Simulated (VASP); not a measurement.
# Co (P6_3/mmc) in VASP: further runs

The runs below take Co through single point, relaxation of cell and atoms, with PBEsol.

Everything below comes from runs of VASP 6.6.1. Logs are shortened: lines on timing, memory, paths and dates and some standing lists are left out, and cuts for length are marked.

## Step 1: The cell of the first run

Symmetry: P6_3/mmc, No. 194, hexagonal system. Conventional cell: a = 2.458 Å, b = 2.458 Å, c = 3.955 Å, α = 90.00°, β = 90.00°, γ = 120.00°. Co (site symmetry -6m2) has 12 Co at 2.43 to 2.46 Å within 3.2 Å.

## Step 2: Single point, PBEsol, collinear spin, ferromagnetic start

Contents of INCAR:

```
SYSTEM = Co
PREC = Accurate ; ENCUT = 520
EDIFF = 1E-6 ; ISMEAR = -1
SIGMA = 0.02 ; LREAL = .False.
LASPH = .True. ; NELM = 150
ALGO = Normal ; ISIF = 2
LWAVE = .False. ; LCHARG = .False.
ISPIN = 2 ; MAGMOM = 2.5 2.5
LORBIT = 11 ; LMAXMIX = 4
GGA = PS ; NBANDS = 20
```

Contents of KPOINTS:

```
regular mesh
0
Gamma
  12 12 6
  0 0 0
```

Contents of POSCAR:

```
Co
1.0
    2.4575393778      0.0000000000      0.0000000000
   -1.2287696889      2.1282915320      0.0000000000
    0.0000000000      0.0000000000      3.9552721783
Co
2
Direct
    0.3333333333      0.6666666667      0.2500000000
    0.6666666667      0.3333333333      0.7500000000
```

Potentials or basis: VASP PAW PBE potentials, release 64 (Co).

Launch:

```console
$ cat potpaw_PBE.64/Co/POTCAR > POTCAR
$ mpirun -np 1 vasp_std > vasp.out
```

OUTCAR:

```text
SYSTEM = Co
   PREC = Accurate
   ENCUT = 520
   EDIFF = 1E-6
   ISMEAR = -1
   LREAL = .False.
   LASPH = .True.
   NELM = 150
   ISIF = 2
   ISPIN = 2
   LORBIT = 11
   GGA = PS

 ion  position               nearest neighbor table
   1  0.333  0.667  0.250-   2 2.43   2 2.43   2 2.43   2 2.43   2 2.43   2 2.43
   2  0.667  0.333  0.750-   1 2.43   1 2.43   1 2.43   1 2.43   1 2.43   1 2.43

  LATTYP: Found a hexagonal cell.
 ALAT       =     2.4575393778
 C/A-ratio  =     1.6094440700

  Lattice vectors:

 A1 = (   2.4575393778,   0.0000000000,   0.0000000000)
 A2 = (  -1.2287696889,   2.1282915320,   0.0000000000)
 A3 = (   0.0000000000,   0.0000000000,   3.9552721783)

Analysis of symmetry for initial positions (statically):
=====================================================================
 Subroutine PRICEL returns:
 Original cell was already a primitive cell.

 Routine SETGRP: Setting up the symmetry group for a
 hexagonal supercell.

 Subroutine GETGRP returns: Found 24 space group operations
 (whereof 12 operations were pure point group operations)
 out of a pool of 24 trial point group operations.

The static configuration has the point symmetry D_3d.
 The point group associated with its full space group is D_6h.

Analysis of symmetry for dynamics (positions and initial velocities):
=====================================================================
 Subroutine PRICEL returns:
 Original cell was already a primitive cell.

 Routine SETGRP: Setting up the symmetry group for a
 hexagonal supercell.

 Subroutine GETGRP returns: Found 24 space group operations
 (whereof 12 operations were pure point group operations)
 out of a pool of 24 trial point group operations.

The dynamic configuration has the point symmetry D_3d.
 The point group associated with its full space group is D_6h.

Analysis of structural, dynamic, and magnetic symmetry:
=====================================================================
 Subroutine PRICEL returns:
 Original cell was already a primitive cell.

 Routine SETGRP: Setting up the symmetry group for a
 hexagonal supercell.

 Subroutine GETGRP returns: Found 24 space group operations
 (whereof 12 operations were pure point group operations)
 out of a pool of 24 trial point group operations.

The overall configuration has the point symmetry D_3d.
 The point group associated with its full space group is D_6h.

[... 115 lines left out ...]
   IALGO  =     38    algorithm
   IMIX   =      4    mixing-type and parameters
     AMIX     =   0.40;   BMIX     =  1.00
     AMIX_MAG =   1.60;   BMIX_MAG =  1.00
  volume/ion in A,a.u.               =      10.34        69.80
  Fermi-wavevector in a.u.,A,eV,Ry     =   1.562895  2.953442 33.234126  2.442639
  Thomas-Fermi vector in A             =   2.665746
   LORBIT       =     11    0 simple, 1 ext, 2 COOP (PROOUT), +10 PAW based schemes
   GGA     = PS    functional components
   LHFCALC =     F    Hartree Fock is set to
   AEXX    =    0.0000 exact exchange contribution
   IVDW    =     0    specifies the selected vdW correction
   LEPSILON=     F    determine dielectric tensor
   LRPA    =     F    only Hartree local field effects (RPA)
 spin polarized calculation
  energy-cutoff  :      520.00
  volume of cell :       20.69
 maximum number of plane-waves:       573
   NGX =  9   NGY =  9   NGZ = 15

 number of electron      17.9999975 magnetization       3.0490984

 Free energy of the ion-electron system (eV)
  ---------------------------------------------------
  ext. energy  EPLUGINS =         0.00000000
  ---------------------------------------------------
  free energy    TOTEN  =       -15.46737861 eV

  energy without entropy =      -15.46509612  energy(sigma->0) =      -15.46623737

 E-fermi :  10.7468     XC(G=0): -13.8640

 val. band max:       10.7421137062   @ k =   0.2500   0.1667   0.0000
 cond. band min:      10.7482120047   @ k =   0.2500   0.0000   0.0000
 fundamental gap:      0.0060982985
 Fermi energy:        10.7468211834

 spin component 1

 k-point     1 :       0.0000    0.0000    0.0000
  band No.  band energies     occupation
      1       1.5093      1.00000
      2       5.4013      1.00000
      3       8.1362      1.00000
      4       8.1362      1.00000
      5       8.1425      1.00000
      6       8.4830      1.00000
[... 541 lines left out ...]
     19      34.6627      0.00000
     20      35.8590      0.00000

 [... further k-points ...]

 spin component 2

 k-point     1 :       0.0000    0.0000    0.0000
  band No.  band energies     occupation
      1       1.5660      1.00000
      2       6.3185      1.00000
      3       9.6768      1.00000
      4       9.6768      1.00000
      5       9.6925      1.00000
      6      10.0766      1.00000
[... 541 lines left out ...]
     19      35.0922      0.00000
     20      36.2131      0.00000

 [... further k-points ...]

------------------------ aborting loop because EDIFF is reached ----------------------------------------

  FORCE on cell =-STRESS in cart. coord.  units (eV):
  Direction    XX          YY          ZZ          XY          YZ          ZX
  --------------------------------------------------------------------------------------
  -------------------------------------------------------------------------------------
  Total       -0.1324935     -0.1324935     -0.1495494      0.0000000     -0.0000000      0.0000000
  in kB      -10.2611734    -10.2611734    -11.5820954      0.0000000     -0.0000000      0.0000000
  external PRESSURE =     -10.7014807 kB  Pullay stress =       0.0000000 kB

 VOLUME and BASIS-vectors are now :
 -----------------------------------------------------------------------------
  energy-cutoff  :      520.00
  volume of cell :       20.69
      direct lattice vectors                 reciprocal lattice vectors
     2.457539378  0.000000000  0.000000000     0.406911079  0.234930221  0.000000000
    -1.228769689  2.128291532  0.000000000     0.000000000  0.469860442  0.000000000
     0.000000000  0.000000000  3.955272178     0.000000000  0.000000000  0.252827101

 POSITION                                       TOTAL-FORCE (eV/Angst)
 -----------------------------------------------------------------------------------
     -0.00000      1.41886      0.98882         0.000000      0.000000      0.000000
      1.22877      0.70943      2.96645        -0.000000     -0.000000      0.000000
 -----------------------------------------------------------------------------------
    total drift:                                0.000000     -0.000000     -0.000000

  FREE ENERGIE OF THE ION-ELECTRON SYSTEM (eV)
  ---------------------------------------------------
  free  energy   TOTEN  =       -15.4673786096 eV

  energy  without entropy=      -15.4650961205  energy(sigma->0) =      -15.46623737

 total charge

# of ion       s       p       d       tot
------------------------------------------
    1        0.508   0.567   7.294   8.369
    2        0.508   0.567   7.294   8.369
--------------------------------------------------
tot          1.016   1.135  14.588  16.738

 magnetization (x)

# of ion       s       p       d       tot
------------------------------------------
    1       -0.016  -0.052   1.601   1.532
    2       -0.016  -0.052   1.601   1.532
--------------------------------------------------
tot         -0.033  -0.105   3.202   3.064
```

OSZICAR:

```text
N       E                     dE             d eps       ncg     rms          rms(c)
DAV:   1     0.848017368032E+02    0.84802E+02   -0.80728E+03  6472   0.122E+03
DAV:   2    -0.129386610079E+02   -0.97740E+02   -0.87664E+02  6172   0.219E+02
DAV:   3    -0.176411130225E+02   -0.47025E+01   -0.45000E+01  6916   0.575E+01
DAV:   4    -0.177124478946E+02   -0.71335E-01   -0.71276E-01  7292   0.629E+00
DAV:   5    -0.177146640135E+02   -0.22161E-02   -0.22160E-02  7056   0.108E+00    0.171E+01
DAV:   6    -0.158656684124E+02    0.18490E+01   -0.77723E+00  6852   0.579E+01    0.615E+00
DAV:   7    -0.155139479085E+02    0.35172E+00   -0.10972E+00  7288   0.199E+01    0.387E+00
DAV:   8    -0.154847882253E+02    0.29160E-01   -0.14335E-02  9232   0.139E+00    0.163E+00
DAV:   9    -0.154689952873E+02    0.15793E-01   -0.23196E-03  9920   0.939E-01    0.433E-01
DAV:  10    -0.154673883018E+02    0.16070E-02   -0.50578E-04  7676   0.232E-01    0.506E-02
DAV:  11    -0.154673859612E+02    0.23406E-05   -0.25786E-05  7900   0.580E-02    0.302E-02
DAV:  12    -0.154673804519E+02    0.55093E-05   -0.32811E-06  6700   0.154E-02    0.162E-02
DAV:  13    -0.154673788339E+02    0.16180E-05   -0.14243E-06  4384   0.140E-02    0.628E-03
DAV:  14    -0.154673786096E+02    0.22429E-06   -0.35847E-07  3360   0.570E-03
   1 F= -.15467379E+02 E0= -.15466237E+02  d E =-.228249E-02  mag=     3.0494
```

Wall time 67 s (1 thread of Oxide Virtual Turin-like, shared host); peak memory 0.13 GiB.

Results:

* Free energy: -15.4674 eV
* Pressure: -1.1 GPa
* Net moment: 3.05 μB per cell
* Site moments: Co +1.53 μB
* Valence electrons inside the program's atomic spheres: Co 8.37

Stress tensor (GPa, compression positive):
```
-1.03  0.00  0.00
 0.00 -1.03  0.00
 0.00  0.00 -1.16
```

Caveat: the PAW data sets were made with another functional, which shifts forces and pressure a little.

## Step 3: Relaxation of cell and atoms, PBEsol, collinear spin, ferromagnetic start

This run uses another cell than the first one, of 11.08 Å³/atom, 1.071 times its volume.

Contents of INCAR:

```
SYSTEM = Co
PREC     = Accurate       ! precision mode
ENCUT    = 600            ! plane-wave cutoff, eV
EDIFF    = 1E-6           ! SCF threshold, eV
ISMEAR   = -1             ! smearing method
SIGMA    = 0.02           ! smearing width, eV
LREAL    = .False.        ! projectors in reciprocal space
LASPH    = .True.         ! aspherical terms in the spheres
NELM     = 150            ! most SCF steps
ALGO     = Normal         ! electronic algorithm
ISIF     = 3              ! what is computed and relaxed
LWAVE    = .False.        ! write WAVECAR
LCHARG   = .False.        ! write CHGCAR
ISPIN    = 2              ! spin polarisation
MAGMOM   = 2.5 2.5        ! initial moments
LORBIT   = 11             ! projections on sites
LMAXMIX  = 4              ! l up to which the mixer works
GGA      = PS             ! functional
IBRION   = 2              ! ionic algorithm
NSW      = 80             ! ionic steps
EDIFFG   = -0.03          ! ionic threshold
```

Contents of KPOINTS:

```
Automatic mesh
0
Gamma
  12 12 6
  0 0 0
```

Contents of POSCAR:

```
Co
1.0
    2.5074000000      0.0000000000      0.0000000000
   -1.2537000000      2.1714720000      0.0000000000
    0.0000000000      0.0000000000      4.0699000000
Co
2
Direct
    0.3333333333      0.6666666667      0.2500000000
    0.6666666667      0.3333333333      0.7500000000
```

Potentials or basis: VASP PAW PBE potentials, release 64 (Co).

Launch:

```console
$ cat potpaw_PBE.64/Co/POTCAR > POTCAR
$ mpirun -np 1 vasp_std > vasp.out
```

OUTCAR:

```text
SYSTEM = Co
   PREC = Accurate
   ENCUT = 600
   EDIFF = 1E-6
   ISMEAR = -1
   LREAL = .False.
   LASPH = .True.
   NELM = 150
   ISIF = 3
   ISPIN = 2
   LORBIT = 11
   GGA = PS
   IBRION = 2
   NSW = 80
   EDIFFG = -0.03

 ion  position               nearest neighbor table
   1  0.333  0.667  0.250-   2 2.50   2 2.50   2 2.50   2 2.50   2 2.50   2 2.50
   2  0.667  0.333  0.750-   1 2.50   1 2.50   1 2.50   1 2.50   1 2.50   1 2.50

  LATTYP: Found a hexagonal cell.
 ALAT       =     2.5074000000
 C/A-ratio  =     1.6231554598

  Lattice vectors:

 A1 = (   2.5074000000,   0.0000000000,   0.0000000000)
 A2 = (  -1.2537000000,   2.1714720000,   0.0000000000)
 A3 = (   0.0000000000,   0.0000000000,   4.0699000000)

Analysis of symmetry for initial positions (statically):
=====================================================================
 Subroutine PRICEL returns:
 Original cell was already a primitive cell.

 Routine SETGRP: Setting up the symmetry group for a
 hexagonal supercell.

 Subroutine GETGRP returns: Found 24 space group operations
 (whereof 12 operations were pure point group operations)
 out of a pool of 24 trial point group operations.

The static configuration has the point symmetry D_3d.
 The point group associated with its full space group is D_6h.

Analysis of symmetry for dynamics (positions and initial velocities):
=====================================================================
[... 178 lines left out ...]

 val. band max:        9.7441215423   @ k =   0.3333   0.0833   0.5000
 cond. band min:       9.7480876077   @ k =   0.4167  -0.0000   0.5000
 fundamental gap:      0.0039660654
 Fermi energy:         9.7479743152

 spin component 1

 k-point     1 :       0.0000    0.0000    0.0000
  band No.  band energies     occupation
      1       0.9203      1.00000
      2       4.7028      1.00000
      3       7.1621      1.00000
      4       7.2091      1.00000
      5       7.2091      1.00000
      6       7.5071      1.00000
[... 1050 lines left out ...]
--------------------------------------- Ionic step        5  -------------------------------------------

 number of electron      18.0000005 magnetization       3.0324949

 Free energy of the ion-electron system (eV)
  ---------------------------------------------------
  ext. energy  EPLUGINS =         0.00000000
  ---------------------------------------------------
  free energy    TOTEN  =       -15.46817288 eV

  energy without entropy =      -15.46593355  energy(sigma->0) =      -15.46705322

 E-fermi :  10.8323     XC(G=0): -13.8962

 val. band max:       10.8217968875   @ k =   0.2500  -0.0000   0.0000
 cond. band min:      10.8369923466   @ k =   0.2500   0.1667   0.0000
 fundamental gap:      0.0151954591
 Fermi energy:        10.8323393677

 spin component 1

 k-point     1 :       0.0000    0.0000    0.0000
  band No.  band energies     occupation
      1       1.5569      1.00000
      2       5.4554      1.00000
      3       8.2104      1.00000
      4       8.2104      1.00000
      5       8.2161      1.00000
      6       8.5604      1.00000
[... 936 lines left out ...]
  FREE ENERGIE OF THE ION-ELECTRON SYSTEM (eV)
  ---------------------------------------------------
  free  energy   TOTEN  =       -15.4681728832 eV

  energy  without entropy=      -15.4659335506  energy(sigma->0) =      -15.46705322

 reached required accuracy - stopping structural energy minimisation

 total charge

# of ion       s       p       d       tot
------------------------------------------
    1        0.510   0.572   7.299   8.381
    2        0.510   0.572   7.299   8.381
--------------------------------------------------
tot          1.020   1.144  14.597  16.761

 magnetization (x)

# of ion       s       p       d       tot
------------------------------------------
    1       -0.016  -0.053   1.592   1.523
    2       -0.016  -0.053   1.592   1.523
--------------------------------------------------
tot         -0.033  -0.105   3.184   3.046
```

CONTCAR:

```text
Co
   1.00000000000000
     2.4531330116459662    0.0000000000000000    0.0000000000000000
    -1.2265665058229831    2.1244754158520700    0.0000000000000000
    -0.0000000000000000    0.0000000000000000    3.9482740373023359
  Co
     2
Direct
     0.3333333332999970    0.6666666667000030    0.2500000000000000
     0.6666666667000030    0.3333333332999970    0.7500000000000000

  0.00000000E+00  0.00000000E+00  0.00000000E+00
  0.00000000E+00  0.00000000E+00  0.00000000E+00
```

Wall time 4.5 min (1 thread of Oxide Virtual Turin-like, shared host); peak memory 0.16 GiB.

Results:

| Quantity | Value |
| --- | --- |
| Free energy | -15.4682 eV |
| Relaxed volume | 10.29 Å³/atom |
| Relaxed cell | a = 2.453 Å, b = 2.453 Å, c = 3.948 Å, α = 90.00°, β = 90.00°, γ = 120.00° |
| Space group after relaxing (to 0.05 Å) | P6_3/mmc (No. 194) |
| Energy gained by relaxing | 36.4 meV/atom |
| Ionic steps | 5 |
| Pressure after relaxing | 0.1 GPa |
| Net moment | 3.03 μB per cell |
| Site moments | Co +1.52 μB |
| Valence electrons inside the program's atomic spheres | Co 8.38 |

Stress tensor (GPa, compression positive):
```
0.15 0.00 0.00
0.00 0.15 0.00
0.00 0.00 0.07
```

Step by step:
```
step  energy change (eV)  largest force (eV/Å)  pressure (GPa)  volume (Å³)
   1              0.0000                0.0000          -13.74        22.16
   2              0.0019                0.0000           19.62        19.25
   3             -0.0722                0.0000           -0.20        20.61
   4             -0.0722                0.0000            0.04        20.58
   5             -0.0727                0.0000            0.13        20.58
```

Final structure:
```yaml
crystal:
  lattice:
    - [2.45313, 0.00000, 0.00000]
    - [-1.22657, 2.12448, 0.00000]
    - [0.00000, 0.00000, 3.94827]
  atoms:
    - { symbol: Co, position: [0.33333, 0.66667, 0.25000] }
    - { symbol: Co, position: [0.66667, 0.33333, 0.75000] }
```

Caveat: the PAW data sets were made with another functional, which shifts forces and pressure a little.
